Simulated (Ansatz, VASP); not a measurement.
Two plane-wave programs on CdS

Contents of INCAR:

```
SYSTEM = CdS
PREC     = Accurate       ! precision mode
ENCUT    = 520            ! plane-wave cutoff, eV
EDIFF    = 1E-6           ! SCF threshold, eV
ISMEAR   = 0              ! smearing method
SIGMA    = 0.1            ! smearing width, eV
LREAL    = .FALSE.        ! projectors in reciprocal space
LASPH    = .TRUE.         ! aspherical terms in the spheres
NELM     = 100            ! most SCF steps
ALGO     = Normal         ! electronic algorithm
ISIF     = 2              ! what is computed and relaxed
LWAVE    = .FALSE.        ! write WAVECAR
LCHARG   = .FALSE.        ! write CHGCAR
GGA      = PE             ! functional
NBANDS   = 16             ! bands
```

The input KPOINTS:

```
regular mesh
0
G
  6 6 6
  0 0 0
```

Contents of POSCAR:

```
CdS
1.0
    0.0000000000      2.9100000900      2.9100000900
    2.9100000900      0.0000000000      2.9100000900
    2.9100000900      2.9100000900      0.0000000000
Cd S
1 1
Direct
    0.0000000000      0.0000000000      0.0000000000
    0.2500000000      0.2500000000      0.2500000000
```

Input for Ansatz:

```yaml
crystal:
  lattice:
    - [0.0, 2.91000009, 2.91000009]
    - [2.91000009, 0.0, 2.91000009]
    - [2.91000009, 2.91000009, 0.0]
  atoms:
    - { symbol: Cd, position: [0.0, 0.0, 0.0] }
    - { symbol: S, position: [0.25, 0.25, 0.25] }
basis:
  ecutwfc: 420
kpoints:
  mp_grid: { grid: [6, 6, 6] }
hamiltonian:
  xc: pbe
scf:
  occupations: { method: gaussian, width: 0.1 }
  lower_state_search: "off"
output:
  forces: true
  stress: true
  eigenvalues: true
```

Alike in both runs: task single point; functional PBE; k mesh 6 × 6 × 6; occupations gaussian, width 0.1 eV; no spin polarisation.

|  | VASP | Ansatz |
| --- | --- | --- |
| version | VASP 6.6.1 | Ansatz 0.2.0 |
| potentials or method | VASP PAW PBE potentials, release 64 (Cd, S), cutoff 520 eV | scalar-relativistic, plane waves, PAW |
| valence electrons in the cell | 18 | 26 |

Ansatz gave:

```
gap on the k mesh at the Fermi level (eV) : 1.16
least direct gap on the mesh (eV)         : 1.16
pressure (GPa)                            : 3.3
```

Problem. Which values does VASP return?

Solution. gap on the k mesh at the Fermi level (eV): 1.16; least direct gap on the mesh (eV): 1.16; pressure (GPa): 3.7.

With one functional, cell and mesh, what is left measures potentials, basis and numerics. VASP's potentials hold 18 valence electrons a cell and Ansatz's 26, so a difference there can come from the potentials and not from the codes.
